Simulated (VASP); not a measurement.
# NaI (Pm-3m) in VASP: further runs

NaI is run at these levels: PBE, r2SCAN; tasks: G0W0 quasiparticle levels.

Everything below comes from runs of VASP 6.6.1. Logs are shortened: lines on timing, memory, paths and dates and some standing lists are left out, and cuts for length are marked.

## Step 1: The cell of the first run

The structure is cubic, space group Pm-3m (No. 221). The conventional cell has a = 4.041 Å, b = 4.041 Å, c = 4.041 Å, α = 90.00°, β = 90.00°, γ = 90.00°. Within 4.6 Å of Na (site symmetry m-3m) lie 8 I at 3.50 Å and 6 Na at 4.04 Å. Within 4.6 Å of I (site symmetry m-3m) lie 8 Na at 3.50 Å and 6 I at 4.04 Å.

## Step 2: G0W0 quasiparticle levels, PBE

Input file POSCAR:

```
NaI
1.0
    4.0405365658      0.0000000000      0.0000000000
    0.0000000000      4.0405365658      0.0000000000
    0.0000000000      0.0000000000      4.0405365658
Na I
1 1
Direct
    0.0000000000      0.0000000000      0.0000000000
    0.5000000000      0.5000000000      0.5000000000
```

Input file INCAR.step1:

```
SYSTEM = NaI
ALGO = Normal
EDIFF = 1E-8
ENCUT = 500
GGA = PE
ISMEAR = 0
LASPH = .True.
LCHARG = .False.
LREAL = .False.
LWAVE = .True.
NELM = 100
PREC = Accurate
SIGMA = 0.01
```

Input file INCAR.step2:

```
SYSTEM = NaI
ALGO = Exact
EDIFF = 1E-8
ENCUT = 500
GGA = PE
ISMEAR = 0
ISTART = 1
LASPH = .True.
LCHARG = .False.
LOPTICS = .True.
LREAL = .False.
LWAVE = .True.
NBANDS = 256
NELM = 1
PREC = Accurate
SIGMA = 0.01
```

Input file INCAR.step3:

```
SYSTEM = NaI
ALGO = EVGW0
EDIFF = 1E-8
ENCUT = 500
ENCUTGW = 140.0
GGA = PE
ISMEAR = 0
ISTART = 1
LASPH = .True.
LCHARG = .False.
LREAL = .False.
LWAVE = .False.
NBANDS = 256
NBANDSGW = 16
NELMGW = 1
NOMEGA = 48
PREC = Accurate
PRECFOCK = Fast
SIGMA = 0.01
```

Input file KPOINTS:

```
k-points
0
Gamma
  4 4 4
  0 0 0
```

Potentials or basis: VASP PAW PBE potentials, release 64 (Na_sv_GW, I_GW).

Started as:

```
> cat potpaw_PBE.64/Na_sv_GW/POTCAR potpaw_PBE.64/I_GW/POTCAR > POTCAR
> cp INCAR.step1 INCAR
> mpirun -np 1 vasp_std > vasp.out
> cp INCAR.step2 INCAR
> mpirun -np 1 vasp_std > vasp.out
> cp INCAR.step3 INCAR
> mpirun -np 1 vasp_std > vasp.out
```

OUTCAR:

```text
SYSTEM = NaI
   EDIFF = 1E-8
   ENCUT = 500
   ENCUTGW = 140.0
   GGA = PE
   ISMEAR = 0
   ISTART = 1
   LASPH = .True.
   LREAL = .False.
   NELMGW = 1
   PREC = Accurate
   PRECFOCK = Fast

 ion  position               nearest neighbor table
   1  0.000  0.000  0.000-
   2  0.500  0.500  0.500-

  LATTYP: Found a simple cubic cell.
 ALAT       =     4.0405365658

  Lattice vectors:

 A1 = (   4.0405365658,   0.0000000000,   0.0000000000)
 A2 = (   0.0000000000,   4.0405365658,   0.0000000000)
 A3 = (   0.0000000000,   0.0000000000,   4.0405365658)

Analysis of symmetry for initial positions (statically):
=====================================================================
 Subroutine PRICEL returns:
 Original cell was already a primitive cell.

 Routine SETGRP: Setting up the symmetry group for a
 simple cubic supercell.

 Subroutine GETGRP returns: Found 48 space group operations
 (whereof 48 operations were pure point group operations)
 out of a pool of 48 trial point group operations.

The static configuration has the point symmetry O_h .

Analysis of symmetry for dynamics (positions and initial velocities):
=====================================================================
 Subroutine PRICEL returns:
 Original cell was already a primitive cell.

 Routine SETGRP: Setting up the symmetry group for a
 simple cubic supercell.

 Subroutine GETGRP returns: Found 48 space group operations
 (whereof 48 operations were pure point group operations)
 out of a pool of 48 trial point group operations.

The dynamic configuration has the point symmetry O_h .

 Subroutine INISYM returns: Found 48 space group operations
 (whereof 48 operations are pure point group operations),
 and found     1 'primitive' translations

----------------------------------------------------------------------------------------

                                     Primitive cell

  volume of cell :      65.9655

  direct lattice vectors                    reciprocal lattice vectors
     4.040536566  0.000000000  0.000000000     0.247491882  0.000000000  0.000000000
     0.000000000  4.040536566  0.000000000     0.000000000  0.247491882  0.000000000
     0.000000000  0.000000000  4.040536566     0.000000000  0.000000000  0.247491882

  length of vectors
     4.040536566  4.040536566  4.040536566     0.247491882  0.247491882  0.247491882

  position of ions in fractional coordinates (direct lattice)
     0.000000000  0.000000000  0.000000000
     0.500000000  0.500000000  0.500000000

  ion indices of the primitive-cell ions
   primitive index   ion index
                 1           1
                 2           2

----------------------------------------------------------------------------------------

 KPOINTS: k-points

Automatic generation of k-mesh.
 Grid dimensions read from file:
 generate k-points for:    4    4    4

 Generating k-lattice:

  Cartesian coordinates                     Fractional coordinates (reciprocal lattice)
     0.061872971  0.000000000  0.000000000     0.250000000  0.000000000  0.000000000
     0.000000000  0.061872971  0.000000000     0.000000000  0.250000000  0.000000000
     0.000000000  0.000000000  0.061872971     0.000000000  0.000000000  0.250000000

  Length of vectors
     0.061872971  0.061872971  0.061872971

  Shift w.r.t. Gamma in fractional coordinates (k-lattice)
     0.000000000  0.000000000  0.000000000

 Subroutine IBZKPT returns following result:
 ===========================================

 Found     10 irreducible k-points:

 Following reciprocal coordinates:
            Coordinates               Weight
  0.000000  0.000000  0.000000      1.000000
  0.250000  0.000000  0.000000      6.000000
  0.500000  0.000000  0.000000      3.000000
  0.250000  0.250000  0.000000     12.000000
  0.500000  0.250000  0.000000     12.000000
  0.500000  0.500000  0.000000      3.000000
  0.250000  0.250000  0.250000      8.000000
  0.500000  0.250000  0.250000     12.000000
  0.500000  0.500000  0.250000      6.000000
  0.500000  0.500000  0.500000      1.000000
   k-points           NKPTS =     10   k-points in BZ     NKDIM =     64   number of bands    NBANDS=    256
   number of dos      NEDOS =    301   number of ions     NIONS =      2
   total plane-waves  NPLWV =  27000
   dimension x,y,z NGX =    30 NGY =   30 NGZ =   30
   dimension x,y,z NGXF=    60 NGYF=   60 NGZF=   60
   ions per type =               1   1
   NGX,Y,Z   is equivalent  to a cutoff of  12.34, 12.34, 12.34 a.u.
   NGXF,Y,Z  is equivalent  to a cutoff of  24.69, 24.69, 24.69 a.u.
 SYSTEM =  NaI
   PREC   = accura    normal or accurate (medium, high low for compatibility)
   ISTART =      1    job   : 0-new  1-cont  2-samecut
   ICHARG =      0    charge: 1-file 2-atom 10-const
   ISPIN  =      1    spin polarized calculation?
   LNONCOLLINEAR =      F non collinear calculations
   LSORBIT =      F    spin-orbit coupling
   LASPH  =      T    aspherical Exc in radial PAW
   ENCUT  =  500.0 eV  36.75 Ry    6.06 a.u.   7.37  7.37  7.37*2*pi/ulx,y,z
   NELM   =     60;   NELMIN=  2; NELMDL=  0     # of ELM steps
   EDIFF  = 0.1E-07   stopping-criterion for ELM
   LREAL  =      F    real-space projection
   EDIFFG = 0.1E-06   stopping-criterion for IOM
   NSW    =      0    number of steps for IOM
   IBRION =     -1    ionic relax: 0-MD 1-quasi-New 2-CG
   NFREE  =      0    steps in history (QN), initial steepest desc. (CG)
   ISIF   =      0    stress and relaxation
   ISYM   =      3    0-nonsym 1-usesym 2-fastsym
   POTIM  = 0.5000    time-step for ionic-motion
   TEBEG  =    0.0;   TEEND  =   0.0 temperature during run
   PSTRESS=    0.0 pullay stress
   NELECT =      16.0000    total number of electrons
   NUPDOWN=      -1.0000    fix difference up-down
   EMIN   =  10.00;   EMAX   =-10.00  energy-range for DOS
   EFERMI =   0.00;   METHOD = LEGACY
   ISMEAR =     0;   SIGMA  =   0.01  broadening in eV -4-tet -1-fermi 0-gaus
   EFERMI_NEDOS =   21; number of points for ismear=-14 and -15
   IALGO  =     38    algorithm
   IMIX   =      4    mixing-type and parameters
     AMIX     =   0.40;   BMIX     =  1.00
     AMIX_MAG =   1.60;   BMIX_MAG =  1.00
  volume/ion in A,a.u.               =      32.98       222.58
  Fermi-wavevector in a.u.,A,eV,Ry     =   1.020961  1.929336 14.182185  1.042361
  Thomas-Fermi vector in A             =   2.154559
   LORBIT       =      0    0 simple, 1 ext, 2 COOP (PROOUT), +10 PAW based schemes
   GGA     = PE    functional components
   LHFCALC =     T    Hartree Fock is set to
   PRECFOCK=fast      Normal, Fast or Accurate (Low or Medium for compatibility)
   ENCUT4O =  -1.0   cutoff for four orbital integrals eV
   NKREDX  =     1    reduce k-point grid by
   NKREDY  =     1    reduce k-point grid by
   NKREDZ  =     1    reduce k-point grid by
   AEXX    =    1.0000 exact exchange contribution
   HFSCREEN=    0.0000 screening length (either q_TF or 0.3 A-1)
   HFSCREENC=   0.0000 screening length for correlation (either q_TF or 0.3 A-1)
   ENCUTFOCK=  -1.0 apply spherical cutoff to Coloumb kernel
   IVDW    =     0    specifies the selected vdW correction
   LEPSILON=     F    determine dielectric tensor
   LRPA    =     F    only Hartree local field effects (RPA)
   LRPAFORCE           =     F    calculate RPA forces
   ENCUTGW             = 140.0    cutoff for response function in eV
   ENCUTGWSOFT         = 112.0    soft cutoff for Coulomb kernel in GW response function in eV
   ENCUTLF             =  -1.0    cutoff for local field effects
   NELMGW              =     1    number of iterations in solving QP/BSE equation
   NELMHF              =     1    number of iterations in the inner HF iteration
   NKREDLFX            =     1    NKREDLFY  =   1   NKREDLFZ  =   1
 non-spin polarized calculation
 Gauss-broadening in eV      SIGMA  =   0.01
  energy-cutoff  :      500.00
  volume of cell :       65.97
 maximum number of plane-waves:      1743
 NGX is ok and might be reduce to    30
  NGX = 16; NGY = 16; NGZ = 16
   NGX = 15   NGY = 15   NGZ = 15
 maximum number of plane-waves:       280

 QP shifts <psi_nk| G(iteration)W_0 |psi_nk>: iteration 1
 for sc-GW calculations column KS-energies equals QP-energies in previous step
 and V_xc(KS)=  KS-energies - (<T + V_ion + V_H > + <T+V_H+V_ion>^1  + <V_x>^1)

 k-point   1 :       0.0000    0.0000    0.0000
  band No.  KS-energies  QP-energies   sigma(KS)   V_xc(KS)     V^pw_x(r,r')   Z            occupation Imag(sigma)

      1     -49.8585     -58.5253     -41.0499     -29.2781     -49.1274       0.7362       2.0000       0.5497
      2     -21.7900     -27.1524     -35.3131     -28.3296     -41.3695       0.7679       2.0000       0.3681
      3     -21.7900     -27.1524     -35.3131     -28.3296     -41.3695       0.7679       2.0000       0.3681
      4     -21.7900     -27.1524     -35.3131     -28.3296     -41.3695       0.7679       2.0000       0.3681
      5      -9.8828     -11.1898     -13.6920     -11.8761     -18.8958       0.7197       2.0000       1.6146
      6       1.2833      -0.1242     -12.8641     -11.0502     -14.0650       0.7760       2.0000       0.2248
[... 8 lines left out ...]
     15      13.9583      14.7454      -7.6095      -8.6011      -3.3344       0.7937       0.0000      -0.5063
     16      13.9583      14.7454      -7.6095      -8.6011      -3.3344       0.7937       0.0000      -0.5063

 k-point   2 :       0.2500    0.0000    0.0000
  band No.  KS-energies  QP-energies   sigma(KS)   V_xc(KS)     V^pw_x(r,r')   Z            occupation Imag(sigma)

      1     -49.8583     -58.5456     -41.0499     -29.2785     -49.1273       0.7380       2.0000       0.5495
      2     -21.7937     -27.1197     -35.2989     -28.3146     -41.3544       0.7626       2.0000       0.3703
      3     -21.7894     -27.1617     -35.3153     -28.3311     -41.3719       0.7692       2.0000       0.3680
      4     -21.7894     -27.1617     -35.3153     -28.3311     -41.3719       0.7692       2.0000       0.3680
      5      -9.7261     -11.0065     -13.7831     -12.0017     -18.9413       0.7188       2.0000       1.5766
      6      -0.3026      -1.7793     -11.7559      -9.8390     -13.2590       0.7704       2.0000       0.2942
[... 8 lines left out ...]
     15      12.7743      13.2065      -5.9652      -6.5066      -1.7384       0.7983       0.0000      -0.5548
     16      14.3919      15.2257      -7.7296      -8.7773      -3.3989       0.7958       0.0000      -0.5481

 k-point   3 :       0.5000    0.0000    0.0000
  band No.  KS-energies  QP-energies   sigma(KS)   V_xc(KS)     V^pw_x(r,r')   Z            occupation Imag(sigma)

      1     -49.8582     -58.5794     -41.0494     -29.2787     -49.1267       0.7409       2.0000       0.5493
      2     -21.7976     -27.0975     -35.2818     -28.2995     -41.3364       0.7591       2.0000       0.3725
      3     -21.7890     -27.1632     -35.3155     -28.3326     -41.3723       0.7696       2.0000       0.3679
      4     -21.7890     -27.1632     -35.3155     -28.3326     -41.3723       0.7696       2.0000       0.3679
      5      -9.5539     -10.8054     -13.8971     -12.1546     -19.0026       0.7182       2.0000       1.5349
      6      -1.3327      -2.9053     -11.4421      -9.3809     -13.3004       0.7630       2.0000       0.3809
[... 114 lines left out ...]
      1     -49.8579     -58.6685     -41.0488     -29.2794     -49.1260       0.7486       2.0000       0.5490
      2     -21.7959     -27.1204     -35.2883     -28.3078     -41.3431       0.7628       2.0000       0.3690
      3     -21.7959     -27.1204     -35.2883     -28.3078     -41.3431       0.7628       2.0000       0.3690
      4     -21.7919     -27.1599     -35.3033     -28.3224     -41.3593       0.7690       2.0000       0.3682
      5      -9.1392     -10.3258     -14.0740     -12.4246     -19.0551       0.7194       2.0000       1.4503
      6      -0.4311      -1.9620     -12.1202     -10.1202     -13.7620       0.7655       2.0000       0.3146
[... 8 lines left out ...]
     15      14.1751      14.8679      -7.4508      -8.3188      -2.9895       0.7982       0.0000      -0.6726
     16      17.5114      18.2386      -7.1253      -8.0353      -2.2237       0.7992       0.0000      -0.8708

 k-point  10 :       0.5000    0.5000    0.5000
  band No.  KS-energies  QP-energies   sigma(KS)   V_xc(KS)     V^pw_x(r,r')   Z            occupation Imag(sigma)

      1     -49.8577     -58.6737     -41.0482     -29.2797     -49.1253       0.7491       2.0000       0.5489
      2     -21.7953     -27.1228     -35.2894     -28.3100     -41.3444       0.7633       2.0000       0.3688
      3     -21.7953     -27.1228     -35.2894     -28.3100     -41.3444       0.7633       2.0000       0.3688
      4     -21.7953     -27.1228     -35.2894     -28.3100     -41.3444       0.7633       2.0000       0.3688
      5      -8.9965     -10.1562     -14.1473     -12.5289     -19.0851       0.7166       2.0000       1.4214
      6      -0.1658      -1.6805     -12.3021     -10.3263     -13.8764       0.7666       2.0000       0.2995
[... 8 lines left out ...]
     15      15.5072      16.1926      -7.6245      -8.4873      -2.9034       0.7945       0.0000      -0.7822
     16      18.1233      19.1783      -8.9640     -10.2737      -3.9084       0.8056       0.0000      -0.9538
```

It took 5.2 min on 1 thread of Intel Xeon 6975P-C, shared host; peak memory 0.95 GiB.

Results:

| Property | Result |
| --- | --- |
| Band gap on the k mesh, mean-field level | 2.29 eV, indirect (least direct gap 2.79 eV) |
| Quasiparticle gap | 4.20 eV |
| Least direct quasiparticle gap | 4.64 eV |

Caveat: bands, screening cutoff and mesh are small and nothing is extrapolated, so the quasiparticle values aren't converged; spin-orbit coupling is left out, which moves the levels of the heavy elements. A k mesh can miss the band edges.

(Continued in part 2 of 2.)
